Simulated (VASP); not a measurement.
# Ti (P6_3/mmc) in VASP: a series of runs

Ti is run at these levels: RPBE; tasks: single point, relaxation of cell and atoms.

All numbers are computed with VASP 6.6.1; they aren't measurements. Logs are shortened: lines on timing, memory, paths and dates and some standing lists are left out, and cuts for length are marked.

### 1 The cell of the first run

It takes space group P6_3/mmc (No. 194, hexagonal). Conventional cell: a = 2.968 Å, b = 2.968 Å, c = 4.701 Å, α = 90.00°, β = 90.00°, γ = 120.00°. Ti (site symmetry -6m2) has 12 Ti at 2.91 to 2.97 Å within 3.8 Å.

### 2 Single point, RPBE, non-collinear spin, zero start, spin-orbit coupling

The input, INCAR:

```
ALGO = Normal
EDIFF = 1E-6
ENCUT = 520
GGA = RP
GGA_COMPAT = False
ISIF = 2
ISMEAR = -1
LASPH = True
LCHARG = True
LMAXMIX = 4
LORBIT = 11
LORBMOM = True
LREAL = False
LSORBIT = True
LVHAR = True
LWAVE = False
MAGMOM = 0 0 0 0 0 0
NBANDS = 36
NELM = 150
PREC = Accurate
SIGMA = 0.1
```

The input, KPOINTS:

```
k-points
0
Gamma
  12 12 7
```

The input, POSCAR:

```
Ti
1.0
    2.9676858654      0.0000000000      0.0000000000
   -1.4838429327      2.5700913499      0.0000000000
    0.0000000000      0.0000000000      4.7005998835
Ti
2
Direct
    0.3333333333      0.6666666667      0.2500000000
    0.6666666667      0.3333333333      0.7500000000
```

Potentials or basis: VASP PAW PBE potentials, release 64 (Ti_sv).

Command:

```console
$ cat potpaw_PBE.64/Ti_sv/POTCAR > POTCAR
$ mpirun -np 1 vasp_ncl > vasp.out
```

OUTCAR:

```text
EDIFF = 1E-6
   ENCUT = 520
   GGA = RP
   ISIF = 2
   ISMEAR = -1
   LASPH = True
   LORBIT = 11
   LREAL = False
   LSORBIT = True
   NELM = 150
   PREC = Accurate

 ion  position               nearest neighbor table
   1  0.333  0.667  0.250-   2 2.91   2 2.91   2 2.91   2 2.91   2 2.91   2 2.91
   2  0.667  0.333  0.750-   1 2.91   1 2.91   1 2.91   1 2.91   1 2.91   1 2.91

  LATTYP: Found a hexagonal cell.
 ALAT       =     2.9676858654
 C/A-ratio  =     1.5839277123

  Lattice vectors:

 A1 = (   2.9676858654,   0.0000000000,   0.0000000000)
 A2 = (  -1.4838429327,   2.5700913499,   0.0000000000)
 A3 = (   0.0000000000,   0.0000000000,   4.7005998835)

Analysis of symmetry for initial positions (statically):
=====================================================================
 Subroutine PRICEL returns:
 Original cell was already a primitive cell.

 Routine SETGRP: Setting up the symmetry group for a
 hexagonal supercell.

 Subroutine GETGRP returns: Found 24 space group operations
 (whereof 12 operations were pure point group operations)
 out of a pool of 24 trial point group operations.

The static configuration has the point symmetry D_3d.
 The point group associated with its full space group is D_6h.

Analysis of symmetry for dynamics (positions and initial velocities):
=====================================================================
 Subroutine PRICEL returns:
 Original cell was already a primitive cell.

 Routine SETGRP: Setting up the symmetry group for a
 hexagonal supercell.

 Subroutine GETGRP returns: Found 24 space group operations
 (whereof 12 operations were pure point group operations)
 out of a pool of 24 trial point group operations.

The dynamic configuration has the point symmetry D_3d.
 The point group associated with its full space group is D_6h.

Analysis of structural, dynamic, and magnetic symmetry:
=====================================================================
 Subroutine PRICEL returns:
 Original cell was already a primitive cell.

 Routine SETGRP: Setting up the symmetry group for a
 hexagonal supercell.

 Subroutine GETGRP returns: Found 24 space group operations
 (whereof 12 operations were pure point group operations)
 out of a pool of 24 trial point group operations.

The overall configuration has the point symmetry D_3d.
 The point group associated with its full space group is D_6h.

 Subroutine INISYM returns: Found 24 space group operations
 (whereof 12 operations are pure point group operations),
 and found     1 'primitive' translations

----------------------------------------------------------------------------------------
[... 1115 lines left out ...]
    total drift:                               -0.000000      0.000000     -0.000000

  FREE ENERGIE OF THE ION-ELECTRON SYSTEM (eV)
  ---------------------------------------------------
  free  energy   TOTEN  =       -14.9257428723 eV

  energy  without entropy=      -14.8467425124  energy(sigma->0) =      -14.88624269

 orbital moment (x)

 # of ion     p       d       tot
 ----------------------------------------
  1        -0.000   0.000   0.000
  2         0.000  -0.000  -0.000
 ----------------------------------------
            0.000  -0.000  -0.000

 orbital moment (y)

 # of ion     p       d       tot
 ----------------------------------------
  1        -0.000   0.000   0.000
  2        -0.000  -0.000  -0.000
 ----------------------------------------
           -0.000   0.000   0.000

 orbital moment (z)

 # of ion     p       d       tot
 ----------------------------------------
  1        -0.000  -0.000  -0.000
  2         0.000   0.000   0.000
 ----------------------------------------
           -0.000  -0.000  -0.000

 Spin-Orbit-Coupling matrix elements

 Ion:    1  E_soc:     -0.0110116
 l=   1
     0.0000000    -0.0017333    -0.0017334
    -0.0017333     0.0000000    -0.0017333
    -0.0017334    -0.0017333     0.0000000
 l=   2
     0.0000000    -0.0000186     0.0000000    -0.0000186    -0.0000876
    -0.0000186     0.0000000    -0.0000631    -0.0000174    -0.0000186
     0.0000000    -0.0000631     0.0000000    -0.0000631     0.0000000
    -0.0000186    -0.0000174    -0.0000631     0.0000000    -0.0000186
    -0.0000876    -0.0000186     0.0000000    -0.0000186     0.0000000
 l=   3
     0.0000000     0.0000000     0.0000000     0.0000000     0.0000000     0.0000000     0.0000000
     0.0000000     0.0000000     0.0000000     0.0000000     0.0000000     0.0000000     0.0000000
     0.0000000     0.0000000     0.0000000     0.0000000     0.0000000     0.0000000     0.0000000
     0.0000000     0.0000000     0.0000000     0.0000000     0.0000000     0.0000000     0.0000000
     0.0000000     0.0000000     0.0000000     0.0000000     0.0000000     0.0000000     0.0000000
     0.0000000     0.0000000     0.0000000     0.0000000     0.0000000     0.0000000     0.0000000
     0.0000000     0.0000000     0.0000000     0.0000000     0.0000000     0.0000000     0.0000000

 Ion:    2  E_soc:     -0.0110116
 l=   1
     0.0000000    -0.0017333    -0.0017334
    -0.0017333     0.0000000    -0.0017333
    -0.0017334    -0.0017333     0.0000000
 l=   2
     0.0000000    -0.0000186     0.0000000    -0.0000186    -0.0000876
    -0.0000186     0.0000000    -0.0000631    -0.0000174    -0.0000186
     0.0000000    -0.0000631     0.0000000    -0.0000631     0.0000000
    -0.0000186    -0.0000174    -0.0000631     0.0000000    -0.0000186
    -0.0000876    -0.0000186     0.0000000    -0.0000186     0.0000000
 l=   3
     0.0000000     0.0000000     0.0000000     0.0000000     0.0000000     0.0000000     0.0000000
     0.0000000     0.0000000     0.0000000     0.0000000     0.0000000     0.0000000     0.0000000
     0.0000000     0.0000000     0.0000000     0.0000000     0.0000000     0.0000000     0.0000000
     0.0000000     0.0000000     0.0000000     0.0000000     0.0000000     0.0000000     0.0000000
     0.0000000     0.0000000     0.0000000     0.0000000     0.0000000     0.0000000     0.0000000
     0.0000000     0.0000000     0.0000000     0.0000000     0.0000000     0.0000000     0.0000000
     0.0000000     0.0000000     0.0000000     0.0000000     0.0000000     0.0000000     0.0000000

 total charge

# of ion       s       p       d       tot
------------------------------------------
    1        2.241   6.116   1.848  10.204
    2        2.241   6.116   1.848  10.204
--------------------------------------------------
tot          4.481  12.231   3.696  20.408

 magnetization (x)

# of ion       s       p       d       tot
------------------------------------------
    1        0.000   0.000  -0.000  -0.000
    2       -0.000  -0.000  -0.000  -0.000
--------------------------------------------------
tot         -0.000  -0.000  -0.000  -0.000

 magnetization (y)

# of ion       s       p       d       tot
------------------------------------------
    1       -0.000   0.000   0.000   0.000
    2       -0.000   0.000   0.000  -0.000
--------------------------------------------------
tot         -0.000   0.000   0.000   0.000

 magnetization (z)

# of ion       s       p       d       tot
------------------------------------------
    1        0.000   0.000   0.000   0.000
    2        0.000   0.000   0.000   0.000
--------------------------------------------------
tot          0.000   0.000   0.000   0.000
```

OSZICAR:

```text
N       E                     dE             d eps       ncg     rms          rms(c)
DAV:   1     0.322518437264E+03    0.32252E+03   -0.11885E+04  5504   0.166E+03
DAV:   2     0.244733253627E+02   -0.29805E+03   -0.28913E+03  5508   0.514E+02
DAV:   3    -0.129526217509E+02   -0.37426E+02   -0.35684E+02  8412   0.156E+02
DAV:   4    -0.167821652363E+02   -0.38295E+01   -0.37884E+01  7856   0.487E+01
DAV:   5    -0.169918741044E+02   -0.20971E+00   -0.20957E+00  8208   0.929E+00    0.113E+01
DAV:   6    -0.149022629587E+02    0.20896E+01   -0.74791E+00  6764   0.297E+01    0.279E+00
DAV:   7    -0.149031804862E+02   -0.91753E-03   -0.79210E-01  7764   0.658E+00    0.203E+00
DAV:   8    -0.149362285101E+02   -0.33048E-01   -0.24889E-01  6576   0.564E+00    0.700E-01
DAV:   9    -0.149254756328E+02    0.10753E-01   -0.58934E-02  6552   0.248E+00    0.695E-02
DAV:  10    -0.149256716706E+02   -0.19604E-03   -0.30671E-03  8168   0.389E-01    0.896E-02
DAV:  11    -0.149257523052E+02   -0.80635E-04   -0.42383E-04  7116   0.195E-01    0.393E-02
DAV:  12    -0.149257409419E+02    0.11363E-04   -0.11045E-04  6884   0.945E-02    0.976E-03
DAV:  13    -0.149257430839E+02   -0.21419E-05   -0.31249E-06  6144   0.179E-02    0.352E-03
DAV:  14    -0.149257428723E+02    0.21158E-06   -0.63286E-07  3648   0.756E-03
   1 F= -.14925743E+02 E0= -.14886243E+02  d E =-.790004E-01  mag=     0.0000    -0.0000    -0.0000
```

Wall time 93 s (1 thread of Intel Xeon 6975P-C (Granite Rapids), shared host); peak memory 0.31 GiB.

What came out:

```yaml
Free_energy: -14.9257 eV
Pressure: -0.2 GPa
Net_moment: 0.00 μB per cell
Valence_electrons_inside_the_program's_atomic_spheres: Ti 10.20
```

Moments on the atoms (μB; x, y, z):
```
Ti  0.00 0.00 0.00
Ti  0.00 0.00 0.00
```

Caveat: the PAW data sets were made with another functional, which shifts forces and pressure a little.

### 3 Single point, RPBE, collinear spin, ferromagnetic start

The input, INCAR:

```
SYSTEM = Ti
PREC     = Accurate       ! precision mode
ENCUT    = 520            ! plane-wave cutoff, eV
EDIFF    = 1E-7           ! SCF threshold, eV
ISMEAR   = -1             ! smearing method
SIGMA    = 0.05           ! smearing width, eV
LREAL    = .False.        ! projectors in reciprocal space
LASPH    = .True.         ! aspherical terms in the spheres
NELM     = 150            ! most SCF steps
ALGO     = Normal         ! electronic algorithm
ISIF     = 2              ! what is computed and relaxed
LWAVE    = .False.        ! write WAVECAR
LCHARG   = .False.        ! write CHGCAR
ISPIN    = 2              ! spin polarisation
MAGMOM   = 1 1            ! initial moments
LORBIT   = 11             ! projections on sites
LMAXMIX  = 4              ! l up to which the mixer works
GGA      = RP             ! functional
NBANDS   = 23             ! bands
```

The input, KPOINTS:

```
Automatic mesh
0
Gamma
  12 12 7
  0 0 0
```

The input, POSCAR:

```
Ti
1.0
    2.9675070039      0.0000000000      0.0000000000
   -1.4837535020      2.5699364513      0.0000000000
    0.0000000000      0.0000000000      4.6952516453
Ti
2
Direct
    0.3333333333      0.6666666667      0.2500000000
    0.6666666667      0.3333333333      0.7500000000
```

Potentials or basis: VASP PAW PBE potentials, release 64 (Ti_sv).

Command:

```console
$ cat potpaw_PBE.64/Ti_sv/POTCAR > POTCAR
$ mpirun -np 1 vasp_std > vasp.out
```

It took 80 s on 1 thread of Intel Xeon Platinum 8375C at 2.90GHz (Ice Lake), shared host; peak memory 0.22 GiB.

It converged, with:

```yaml
Free_energy: -14.8865 eV
Pressure: -0.3 GPa
Band_gap_on_the_k_mesh: zero (filled and empty bands overlap)
Net_moment: 0.00 μB per cell
Valence_electrons_inside_the_program's_atomic_spheres: Ti 10.20
```

Levels at points of the mesh, in eV from the Fermi level:
Spin up:
```csv
k point,band 10,band 11,band 12,band 13,band 14,band 15
"(0.00, 0.00, 0.00)",-2.62,0.66,0.76,0.76,0.87,1.24
"(0.50, 0.00, 0.00)",-2.08,-1.77,-0.69,0.48,0.61,1.14
```
Spin down:
```csv
k point,band 9,band 10,band 11,band 12,band 13,band 14,band 15,band 16
"(0.00, 0.00, 0.00)",-6.16,-2.62,0.66,0.76,0.76,0.87,1.24,1.24
"(0.50, 0.00, 0.00)",-2.32,-2.08,-1.77,-0.69,0.48,0.61,1.14,3.20
```

Caveat: the PAW data sets were made with another functional, which shifts forces and pressure a little.

### 4 Relaxation of cell and atoms, RPBE, collinear spin, ferromagnetic start

This run uses another cell than the first one, of 17.66 Å³/atom, 0.985 times its volume.

The input, INCAR:

```
SYSTEM = Ti
PREC = Accurate ; ENCUT = 600
EDIFF = 1E-7 ; ISMEAR = -1
SIGMA = 0.05 ; LREAL = .False.
LASPH = .True. ; NELM = 150
ALGO = Normal ; ISIF = 3
LWAVE = .False. ; LCHARG = .False.
ISPIN = 2 ; MAGMOM = 1 1
LORBIT = 11 ; LMAXMIX = 4
GGA = RP ; IBRION = 2
NSW = 80 ; EDIFFG = -0.01
```

The input, KPOINTS:

```
regular mesh
0
Gamma
  12 12 7
  0 0 0
```

The input, POSCAR:

```
Ti
1.0
    2.9499978604      0.0000000000      0.0000000000
   -1.4749989302      2.5547730882      0.0000000000
    0.0000000000      0.0000000000      4.6860000000
Ti
2
Direct
    0.3333333333      0.6666666667      0.2500000000
    0.6666666667      0.3333333333      0.7500000000
```

Command:

```console
$ cat potpaw_PBE.64/Ti_sv/POTCAR > POTCAR
$ mpirun -np 1 vasp_std > vasp.out
```

It took 4 min on 1 thread of Intel Xeon Platinum 8375C at 2.90GHz (Ice Lake), shared host; peak memory 0.23 GiB.

It converged, with:

```yaml
Free_energy: -14.8863 eV
Relaxed_volume: 17.86 Å³/atom
Relaxed_cell: a = 2.965 Å, b = 2.965 Å, c = 4.691 Å, α = 90.00°, β = 90.00°, γ = 120.00°
Space_group_after_relaxing_to_0.05_Å: P6_3/mmc (No. 194)
Energy_gained_by_relaxing: 0.8 meV/atom
Ionic_steps: 6
Pressure_after_relaxing: 0.0 GPa
Band_gap_on_the_k_mesh: zero (filled and empty bands overlap)
Net_moment: 0.00 μB per cell
Valence_electrons_inside_the_program's_atomic_spheres: Ti 10.21
```

Step by step:
```tsv
step	energy change (eV)	largest force (eV/Å)	pressure (GPa)	volume (Å³)
1	0.0000	0.0000	1.22	35.32
2	-0.0008	0.0000	-0.84	36.01
3	-0.0016	0.0000	-0.01	35.72
4	-0.0016	0.0000	-0.04	35.73
5	-0.0016	0.0000	-0.03	35.73
6	-0.0016	0.0000	-0.02	35.72
```

Final structure:
```yaml
crystal:
  lattice:
    - [2.96522, 0.00000, 0.00000]
    - [-1.48261, 2.56795, 0.00000]
    - [0.00000, 0.00000, 4.69137]
  atoms:
    - { symbol: Ti, position: [0.33333, 0.66667, 0.25000] }
    - { symbol: Ti, position: [0.66667, 0.33333, 0.75000] }
```

Levels at points of the mesh, in eV from the Fermi level:
Spin up:
```csv
k point,band 9,band 10,band 11,band 12,band 13,band 14,band 15,band 16
"(0.00, 0.00, 0.00)",-6.17,-2.63,0.67,0.76,0.76,0.87,1.24,1.24
"(0.50, 0.00, 0.00)",-2.32,-2.08,-1.78,-0.69,0.48,0.61,1.14,3.21
```
Spin down:
| k point | band 9 | band 10 | band 11 | band 12 | band 13 | band 14 | band 15 | band 16 |
| --- | --- | --- | --- | --- | --- | --- | --- | --- |
| (0.00, 0.00, 0.00) | -6.17 | -2.63 | 0.67 | 0.76 | 0.76 | 0.87 | 1.24 | 1.24 |
| (0.50, 0.00, 0.00) | -2.32 | -2.08 | -1.78 | -0.69 | 0.48 | 0.61 | 1.14 | 3.21 |

Caveat: the PAW data sets were made with another functional, which shifts forces and pressure a little. RPBE and its kin give volumes clearly too large for solids.

### 5 Summary

```csv
task,spin,cell,cutoff (eV),smearing,gap on the mesh (eV),pressure (GPa),moment (μB)
single point,"non-collinear, zero start, SOC","a = 2.968, b = 2.968, c = 4.701 Å, angles 90.0, 90.0, 120.0°, 2 atoms",520,fermi-dirac 0.1 eV,-,-0.2,0.00
single point,"collinear, ferromagnetic start","a = 2.968, b = 2.968, c = 4.695 Å, angles 90.0, 90.0, 120.0°, 2 atoms",520,fermi-dirac 0.05 eV,none,-0.3,0.00
relaxation of cell and atoms,"collinear, ferromagnetic start","relaxed from a = 2.950, b = 2.950, c = 4.686 Å, angles 90.0, 90.0, 120.0°, 2 atoms",600,fermi-dirac 0.05 eV,none,0.0,0.00
```

Alike in all rows: level RPBE; potentials or basis VASP PAW PBE potentials, release 64 (Ti_sv); k mesh 12 × 12 × 7.

Caveats: the PAW data sets were made with another functional, which shifts forces and pressure a little.

Absolute energies hang on the potentials; compare differences alone.
